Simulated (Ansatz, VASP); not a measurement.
# Cd in VASP and in Ansatz

The input INCAR:

```
SYSTEM = Cd
PREC = Accurate
ENCUT = 520
EDIFF = 1E-6
ISMEAR = -1
SIGMA = 0.1
LREAL = .False.
LASPH = .True.
NELM = 80
ALGO = Normal
ISIF = 2
LWAVE = .False.
LCHARG = .True.
GGA = B5
ALDAX = 1.0
AGGAX = 1.0
AGGAC = 1.0
ALDAC = 0.0
LELF = .True.
LVHAR = .True.
NBANDS = 25
```

KPOINTS

```
regular mesh
0
Gamma
  8 8 11
  0 0 0
```

The input POSCAR:

```
Cd
1.0
    5.4711953131      0.0000000000      0.0000000000
   -2.7355976565      4.7381941302      0.0000000000
    0.0000000000      0.0000000000      3.1648917881
Cd
3
Direct
    0.0000000000      0.0000000000      0.0000000000
    0.3333333333      0.6666666667      0.5000000000
    0.6666666667      0.3333333333      0.5000000000
```

Input for Ansatz:

```yaml
crystal:
  lattice:
    - [5.4711953131, 0.0, 0.0]
    - [-2.7355976565, 4.7381941302, 0.0]
    - [0.0, 0.0, 3.1648917881]
  atoms:
    - { symbol: Cd, position: [0.0, 0.0, 0.0] }
    - { symbol: Cd, position: [0.3333333333, 0.6666666667, 0.5] }
    - { symbol: Cd, position: [0.6666666667, 0.3333333333, 0.5] }
hamiltonian:
  xc: blyp
  pseudopotentials:
    kind: paw
    azcp:
      Cd: "pseudopotentials/Cd.paw.azcp"
basis:
  ecutwfc: 420
  fft_grid_basis: typed
kpoints:
  mp_grid: { grid: [8, 8, 11], shift: [0, 0, 0] }
magnetization:
  spin_polarized: false
scf:
  occupations: { method: fermi_dirac, width: 0.1 }
  lower_state_search: "off"
output:
  stress: true
```

Alike in both runs: task single point; functional BLYP; k mesh 8 × 8 × 11; occupations fermi-dirac, width 0.1 eV; no spin polarisation.

```csv
,VASP,Ansatz
version,VASP 6.6.1,Ansatz 0.2.0
potentials or method,"VASP PAW PBE potentials, release 64 (Cd), cutoff 520 eV","plane waves (420 eV) with PAW, scalar-relativistic"
valence electrons in the cell,36,60
```

|  | VASP | Ansatz | Ansatz less VASP |
| --- | --- | --- | --- |
| pressure (GPa) | 0.7 | 0.6 | -0.09 |
| traceless stress, the component that is largest in VASP (GPa) | -0.07 | -0.08 | -0.007 |

VASP's potentials were made for PBE, not for BLYP. The functional is the same, so the differences come from potentials, cutoffs and numerics. VASP's potentials hold 36 valence electrons a cell and Ansatz's 60, so a difference there can come from the potentials and not from the codes.
